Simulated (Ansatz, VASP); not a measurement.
**Ge in VASP and in Ansatz**

```
Ge
1.0
     2.79744    0.00000    0.00000
     0.00000    2.79744    0.00000
     0.00000    0.00000    2.79744
Ge
1
Direct
  0.00000 0.00000 0.00000
```

Alike in both runs: functional BLYP; k mesh 11 × 11 × 11; occupations fermi-dirac, width 0.1 eV; no spin polarisation.

Ansatz relaxed the structure, and its values are those at the end. VASP's run is a single point on that final structure, the one shown.

```csv
,VASP,Ansatz
version,VASP 6.6.1,Ansatz 0.2.0
potentials or method,"VASP PAW PBE potentials, release 64 (Ge_d), cutoff 500 eV","plane waves (420 eV) with PAW, scalar-relativistic"
valence electrons in the cell,14,14
```

|  | VASP | Ansatz | Ansatz less VASP |
| --- | --- | --- | --- |
| pressure (GPa) | 0.1 | 0.0 | -0.09 |

VASP's potentials were made for PBE, not for BLYP.
